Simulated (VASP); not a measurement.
# Sb (R-3m) in VASP: a series of runs

The runs below take Sb through single point, with PBEsol.

All numbers are computed with VASP 6.6.1; they aren't measurements. Logs are shortened: lines on timing, memory, paths and dates and some standing lists are left out, and cuts for length are marked.

## 1. The cell of the first run

It takes space group R-3m (No. 166, trigonal). Conventional cell: a = 4.351 Å, b = 4.351 Å, c = 11.386 Å, α = 90.00°, β = 90.00°, γ = 120.00°. Within 3.9 Å of Sb (site symmetry 3m) lie 6 Sb at 2.94 to 3.39 Å.

## 2. Single point, PBEsol

INCAR

```
PREC = Accurate
ENCUT = 520
EDIFF = 1E-6
ISMEAR = -1
SIGMA = 0.05
LREAL = F
LASPH = T
NELM = 100
ALGO = Normal
ISIF = 2
LWAVE = F
LCHARG = T
GGA = PS
LELF = T
LVHAR = T
NBANDS = 12
```

KPOINTS

```
Automatic mesh
0
Gamma
  8 8 8
```

POSCAR

```
Sb
1.0
    2.1755301001      1.2560449593      3.7952103408
   -2.1755301001      1.2560449593      3.7952103408
    0.0000000000     -2.5120899186      3.7952103408
Sb
2
Direct
    0.2334900000      0.2334900000      0.2334900000
    0.7665100000      0.7665100000      0.7665100000
```

Potentials or basis: VASP PAW PBE potentials, release 64 (Sb).

The run is started by

```sh
cat potpaw_PBE.64/Sb/POTCAR > POTCAR
mpirun -np 1 vasp_std > vasp.out
```

OUTCAR:

```text
PREC = Accurate
   ENCUT = 520
   EDIFF = 1E-6
   ISMEAR = -1
   LREAL = F
   LASPH = T
   NELM = 100
   ISIF = 2
   GGA = PS

 ion  position               nearest neighbor table
   1  0.233  0.233  0.233-   2 2.94   2 2.94   2 2.94   2 3.39   2 3.39   2 3.39
   2  0.767  0.767  0.767-   1 2.94   1 2.94   1 2.94   1 3.39   1 3.39   1 3.39

  LATTYP: Found a trigonal (rhomboedric) cell.
 ALAT       =     4.5512857180
 COS(alpha) =     0.5430245194

  Lattice vectors:

 A1 = (   2.1755301001,   1.2560449593,   3.7952103408)
 A2 = (  -2.1755301001,   1.2560449593,   3.7952103408)
 A3 = (   0.0000000000,  -2.5120899186,   3.7952103408)

Analysis of symmetry for initial positions (statically):
=====================================================================
 Subroutine PRICEL returns:
 Original cell was already a primitive cell.

 Routine SETGRP: Setting up the symmetry group for a
 trigonal (rhombohedral) supercell.

 Subroutine GETGRP returns: Found 12 space group operations
 (whereof 12 operations were pure point group operations)
 out of a pool of 12 trial point group operations.

The static configuration has the point symmetry D_3d.

Analysis of symmetry for dynamics (positions and initial velocities):
=====================================================================
 Subroutine PRICEL returns:
 Original cell was already a primitive cell.

 Routine SETGRP: Setting up the symmetry group for a
 trigonal (rhombohedral) supercell.

 Subroutine GETGRP returns: Found 12 space group operations
 (whereof 12 operations were pure point group operations)
 out of a pool of 12 trial point group operations.

The dynamic configuration has the point symmetry D_3d.

 Subroutine INISYM returns: Found 12 space group operations
 (whereof 12 operations are pure point group operations),
 and found     1 'primitive' translations

----------------------------------------------------------------------------------------

                                     Primitive cell

  volume of cell :      62.2239

  direct lattice vectors                    reciprocal lattice vectors
     2.175530100  1.256044959  3.795210341     0.229829043  0.132691641  0.087830002
    -2.175530100  1.256044959  3.795210341    -0.229829043  0.132691641  0.087830002
     0.000000000 -2.512089919  3.795210341     0.000000000 -0.265383282  0.087830002

  length of vectors
     4.551285718  4.551285718  4.551287432     0.279539925  0.279539925  0.279539614

  position of ions in fractional coordinates (direct lattice)
     0.233490000  0.233490000  0.233490000
     0.766510000  0.766510000  0.766510000

  ion indices of the primitive-cell ions
   primitive index   ion index
                 1           1
                 2           2

----------------------------------------------------------------------------------------

 KPOINTS: Automatic mesh

Automatic generation of k-mesh.
 Grid dimensions read from file:
 generate k-points for:    8    8    8

 Generating k-lattice:

  Cartesian coordinates                     Fractional coordinates (reciprocal lattice)
     0.028728630  0.016586455  0.010978750     0.125000000  0.000000000 -0.000000000
    -0.028728630  0.016586455  0.010978750     0.000000000  0.125000000 -0.000000000
     0.000000000 -0.033172910  0.010978750    -0.000000000 -0.000000000  0.125000000

  Length of vectors
     0.034942491  0.034942491  0.034942452

  Shift w.r.t. Gamma in fractional coordinates (k-lattice)
     0.000000000  0.000000000  0.000000000

 Subroutine IBZKPT returns following result:
 ===========================================

 Found     65 irreducible k-points:

 Following reciprocal coordinates:
            Coordinates               Weight
  0.000000  0.000000  0.000000      1.000000
  0.125000  0.000000 -0.000000      6.000000
  0.250000  0.000000 -0.000000      6.000000
  0.375000 -0.000000  0.000000      6.000000
  0.500000  0.000000 -0.000000      3.000000
  0.125000  0.125000 -0.000000      6.000000
[... 16 lines left out ...]
  0.250000  0.125000  0.125000      6.000000
  0.375000  0.125000  0.125000      6.000000
 [... further k-points ...]
   k-points           NKPTS =     65   k-points in BZ     NKDIM =     65   number of bands    NBANDS=     12
   number of dos      NEDOS =    301   number of ions     NIONS =      2
   total plane-waves  NPLWV =  46656
   dimension x,y,z NGX =    36 NGY =   36 NGZ =   36
   dimension x,y,z NGXF=    72 NGYF=   72 NGZF=   72
   ions per type =               2
   NGX,Y,Z   is equivalent  to a cutoff of  13.15, 13.15, 13.15 a.u.
   NGXF,Y,Z  is equivalent  to a cutoff of  26.30, 26.30, 26.30 a.u.
 SYSTEM =  unknown system
   PREC   = accura    normal or accurate (medium, high low for compatibility)
   ISTART =      0    job   : 0-new  1-cont  2-samecut
   ICHARG =      2    charge: 1-file 2-atom 10-const
   ISPIN  =      1    spin polarized calculation?
   LNONCOLLINEAR =      F non collinear calculations
   LSORBIT =      F    spin-orbit coupling
   LASPH  =      T    aspherical Exc in radial PAW
   ENCUT  =  520.0 eV  38.22 Ry    6.18 a.u.   8.46  8.46  8.46*2*pi/ulx,y,z
   NELM   =    100;   NELMIN=  2; NELMDL= -5     # of ELM steps
   EDIFF  = 0.1E-05   stopping-criterion for ELM
   LREAL  =      F    real-space projection
   EDIFFG = 0.1E-04   stopping-criterion for IOM
   NSW    =      0    number of steps for IOM
   IBRION =     -1    ionic relax: 0-MD 1-quasi-New 2-CG
   NFREE  =      0    steps in history (QN), initial steepest desc. (CG)
   ISIF   =      2    stress and relaxation
   ISYM   =      2    0-nonsym 1-usesym 2-fastsym
   POTIM  = 0.5000    time-step for ionic-motion
   TEBEG  =    0.0;   TEEND  =   0.0 temperature during run
   PSTRESS=    0.0 pullay stress
   NELECT =      10.0000    total number of electrons
   NUPDOWN=      -1.0000    fix difference up-down
   EMIN   =  10.00;   EMAX   =-10.00  energy-range for DOS
   EFERMI =   0.00;   METHOD = LEGACY
   ISMEAR =    -1;   SIGMA  =   0.05  broadening in eV -4-tet -1-fermi 0-gaus
   EFERMI_NEDOS =   21; number of points for ismear=-14 and -15
   IALGO  =     38    algorithm
   IMIX   =      4    mixing-type and parameters
     AMIX     =   0.40;   BMIX     =  1.00
     AMIX_MAG =   1.60;   BMIX_MAG =  1.00
  volume/ion in A,a.u.               =      31.11       209.95
  Fermi-wavevector in a.u.,A,eV,Ry     =   0.890066  1.681981 10.778781  0.792218
  Thomas-Fermi vector in A             =   2.011709
   LORBIT       =      0    0 simple, 1 ext, 2 COOP (PROOUT), +10 PAW based schemes
   GGA     = PS    functional components
   LHFCALC =     F    Hartree Fock is set to
   AEXX    =    0.0000 exact exchange contribution
   IVDW    =     0    specifies the selected vdW correction
   LEPSILON=     F    determine dielectric tensor
   LRPA    =     F    only Hartree local field effects (RPA)
 non-spin polarized calculation
  energy-cutoff  :      520.00
  volume of cell :       62.22
 maximum number of plane-waves:      1691
 NGX is ok and might be reduce to    36
   NGX = 17   NGY = 17   NGZ = 17

 number of electron      10.0000000 magnetization

 Free energy of the ion-electron system (eV)
  ---------------------------------------------------
  ext. energy  EPLUGINS =         0.00000000
  ---------------------------------------------------
  free energy    TOTEN  =        -9.11189782 eV

  energy without entropy =       -9.10931667  energy(sigma->0) =       -9.11060725

 E-fermi :   6.8186     XC(G=0):  -9.5405

 val. band max:        6.8155384707   @ k =   0.3750   0.1250   0.1250
 cond. band min:       6.9119210401   @ k =   0.3750   0.1250   0.1250
 fundamental gap:      0.0963825694
 Fermi energy:         6.8185602512

 k-point     1 :       0.0000    0.0000    0.0000
  band No.  band energies     occupation
      1      -5.7397      2.00000
      2       1.8030      2.00000
      3       4.7837      2.00000
      4       5.0353      2.00000
      5       5.0353      2.00000
      6       8.8067      0.00000
      7       9.4103      0.00000
      8       9.4103      0.00000
      9      11.8553      0.00000
     10      11.8553      0.00000
     11      11.9856      0.00000
     12      13.3128      0.00000

 k-point     2 :       0.1250    0.0000   -0.0000
  band No.  band energies     occupation
      1      -5.5724      2.00000
      2       1.1460      2.00000
      3       4.8223      2.00000
      4       4.9963      2.00000
      5       5.2598      2.00000
      6       8.6902      0.00000
      7       8.9696      0.00000
      8       9.0276      0.00000
      9      11.3235      0.00000
     10      11.7639      0.00000
     11      11.9548      0.00000
     12      14.3935      0.00000

 k-point     3 :       0.2500    0.0000   -0.0000
  band No.  band energies     occupation
      1      -5.0758      2.00000
      2      -0.2218      2.00000
      3       4.8374      2.00000
      4       4.9278      2.00000
      5       5.6702      2.00000
      6       7.9750      0.00000
      7       8.1176      0.00000
      8       8.2225      0.00000
      9      11.6422      0.00000
     10      12.2596      0.00000
     11      12.7745      0.00000
     12      16.4507      0.00000
[... 286 lines left out ...]
 k-point    23 :       0.2500    0.1250    0.1250
  band No.  band energies     occupation
      1      -5.3484      2.00000
      2       0.3921      2.00000
      3       4.0897      2.00000
      4       5.3674      2.00000
      5       6.1678      2.00000
      6       7.8906      0.00000
      7       7.9864      0.00000
      8       9.6737      0.00000
      9      11.4999      0.00000
     10      12.0160      0.00000
     11      12.8006      0.00000
     12      14.1403      0.00000

 k-point    24 :       0.3750    0.1250    0.1250
  band No.  band energies     occupation
      1      -4.7730      2.00000
      2      -0.7452      2.00000
      3       3.5129      2.00000
      4       5.2931      2.00000
      5       6.8155      1.03021
      6       6.9119      0.26773
      7       7.4501      0.00001
      8       9.7321      0.00000
      9      11.7266      0.00000
     10      12.7217      0.00000
     11      13.9092      0.00000
     12      15.5724      0.00000

 [... further k-points ...]

------------------------ aborting loop because EDIFF is reached ----------------------------------------

  FORCE on cell =-STRESS in cart. coord.  units (eV):
  Direction    XX          YY          ZZ          XY          YZ          ZX
  --------------------------------------------------------------------------------------
  -------------------------------------------------------------------------------------
  Total       -0.5165146     -0.5165163     -0.6262172      0.0000000     -0.0000000      0.0000000
  in kB      -13.2995148    -13.2995587    -16.1242016      0.0000000     -0.0000000      0.0000000
  external PRESSURE =     -14.2410917 kB  Pullay stress =       0.0000000 kB

 VOLUME and BASIS-vectors are now :
 -----------------------------------------------------------------------------
  energy-cutoff  :      520.00
  volume of cell :       62.22
      direct lattice vectors                 reciprocal lattice vectors
     2.175530100  1.256044959  3.795210341     0.229829043  0.132691641  0.087830002
    -2.175530100  1.256044959  3.795210341    -0.229829043  0.132691641  0.087830002
     0.000000000 -2.512089919  3.795210341     0.000000000 -0.265383282  0.087830002

 POSITION                                       TOTAL-FORCE (eV/Angst)
 -----------------------------------------------------------------------------------
      0.00000      0.00000      2.65843         0.000000      0.000000      0.001737
      0.00000      0.00000      8.72720         0.000000     -0.000000     -0.001737
 -----------------------------------------------------------------------------------
    total drift:                                0.000000     -0.000000     -0.000000

  FREE ENERGIE OF THE ION-ELECTRON SYSTEM (eV)
  ---------------------------------------------------
  free  energy   TOTEN  =        -9.1118978216 eV

  energy  without entropy=       -9.1093166697  energy(sigma->0) =       -9.11060725
```

Wall time 35 s (1 thread of Intel Xeon Platinum 8259CL at 2.50GHz (Skylake/Cascade Lake), shared host); peak memory 0.21 GiB.

What came out:

| Item | Value |
| --- | --- |
| Free energy | -9.1119 eV |
| Pressure | -1.4 GPa |
| Band gap on the k mesh | zero (band 5 reaches 6.82 eV, above the bottom of band 6 at 6.51 eV) |

Stress tensor (GPa, compression positive):
```
-1.33  0.00  0.00
 0.00 -1.33  0.00
 0.00  0.00 -1.61
```

Levels at points of the mesh, in eV from the Fermi level:
```csv
k point,band 2,band 3,band 4,band 5,band 6,band 7,band 8,band 9
"(0.00, 0.00, 0.00)",-5.02,-2.03,-1.78,-1.78,1.99,2.59,2.59,5.04
"(0.50, 0.00, 0.00)",-9.56,-1.92,-1.81,-0.33,-0.31,0.12,0.47,7.41
"(0.50, 0.50, 0.00)",-8.02,-5.34,-3.67,-3.59,1.51,4.73,5.31,6.62
"(0.50, 0.50, 0.50)",-8.91,-1.31,-1.31,-0.61,0.11,0.11,1.00,6.82
```

Caveat: the PAW data sets were made with another functional, which shifts forces and pressure a little; spin-orbit coupling is left out, which moves the levels of the heavy elements.

## 3. Single point, PBEsol

This run uses another cell than the first one, of 32.02 Å³/atom, 1.029 times its volume.

INCAR

```
SYSTEM = Sb
  ALGO = Normal
  EDIFF = 1E-6
  ENCUT = 520
  GGA = PS
  ISIF = 2
  ISMEAR = -1
  LASPH = .TRUE.
  LCHARG = .FALSE.
  LREAL = .FALSE.
  LWAVE = .FALSE.
  NBANDS = 12
  NELM = 60
  PREC = Accurate
  SIGMA = 0.05
```

KPOINTS

```
k-points
0
G
  8 8 8
  0 0 0
```

POSCAR

```
Sb
1.0
    2.1964499421      1.2681230556      3.8317049867
   -2.1964499421      1.2681230556      3.8317049867
    0.0000000000     -2.5362461113      3.8317049867
Sb
2
Direct
    0.2334900000      0.2334900000      0.2334900000
    0.7665100000      0.7665100000      0.7665100000
```

Potentials or basis: VASP PAW PBE potentials, release 64 (Sb).

The run is started by

```sh
cat potpaw_PBE.64/Sb/POTCAR > POTCAR
mpirun -np 1 vasp_std > vasp.out
```

Wall time 34 s (1 thread of Intel Xeon Platinum 8259CL at 2.50GHz (Skylake/Cascade Lake), shared host); peak memory 0.22 GiB.

Results (log left out):

- Free energy: -9.0877 eV
- Pressure: -2.8 GPa
- Largest force: 0.136 eV/Å
- Band gap on the k mesh: zero (band 5 reaches 6.44 eV, above the bottom of band 6 at 6.16 eV)

Forces in eV/Å, atoms in the order of the input:
```
Sb   0.000  0.000 -0.136
Sb   0.000  0.000  0.136
```

Levels at points of the mesh, in eV from the Fermi level:
```csv
k point,band 3,band 4,band 5,band 6,band 7,band 8
"(0.00, 0.00, 0.00)",-1.94,-1.71,-1.71,1.99,2.56,2.56
"(0.50, 0.00, 0.00)",-1.83,-1.73,-0.31,-0.29,0.15,0.52
"(0.50, 0.50, 0.00)",-5.15,-3.52,-3.44,1.62,4.61,5.20
"(0.50, 0.50, 0.50)",-1.25,-1.25,-0.63,0.16,0.16,0.96
```

Caveat: the PAW data sets were made with another functional, which shifts forces and pressure a little; spin-orbit coupling is left out, which moves the levels of the heavy elements.
